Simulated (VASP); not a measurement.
Here is a VASP 6.6.1 calculation.

File INCAR:

```
SYSTEM = BaTiO3
PREC = Accurate ; ENCUT = 520
EDIFF = 1E-6 ; ISMEAR = -1
SIGMA = 0.02 ; LREAL = .False.
LASPH = .True. ; NELM = 80
ALGO = Normal ; ISIF = 2
LWAVE = .False. ; LCHARG = .True.
GGA = PE ; LELF = .True.
LVHAR = .True. ; NBANDS = 28
```

File KPOINTS:

```
regular mesh
0
Gamma
  8 8 8
  0 0 0
```

Contents of POSCAR:

```
BaTiO3
1.0
    3.9998000000      0.0000000000      0.0000000000
    0.0000000000      3.9998000000      0.0000000000
    0.0000000000      0.0000000000      3.9376400000
Ba Ti O
1 1 3
Direct
    0.0000000000      0.0000000000      0.0015953525
    0.5000000000      0.5000000000      0.4929566690
    0.5000000000      0.5000000000      0.0137079606
    0.5000000000      0.0000000000      0.5098700090
    0.0000000000      0.5000000000      0.5098700090
```

Potentials or basis: VASP PAW PBE potentials, release 64 (Ba_sv, Ti_sv, O).

The run is started by

```bash
$ cat potpaw_PBE.64/Ba_sv/POTCAR potpaw_PBE.64/Ti_sv/POTCAR potpaw_PBE.64/O/POTCAR > POTCAR
$ mpirun -np 1 vasp_std > vasp.out
```

Q: Estimate the largest force.

A: 0.032 eV/Å.

Q: Estimate the pressure.

A: 7.7 GPa.

Forces on the atoms (eV/Å):
```
Ba   0.000  0.000  0.016
Ti   0.000  0.000  0.030
O    0.000  0.000 -0.032
O    0.000  0.000 -0.007
O    0.000  0.000 -0.007
```

Caveat: the cell differs from its parent crystal (z stretched by -2 %, then relaxed in part); the cell stands under pressure.
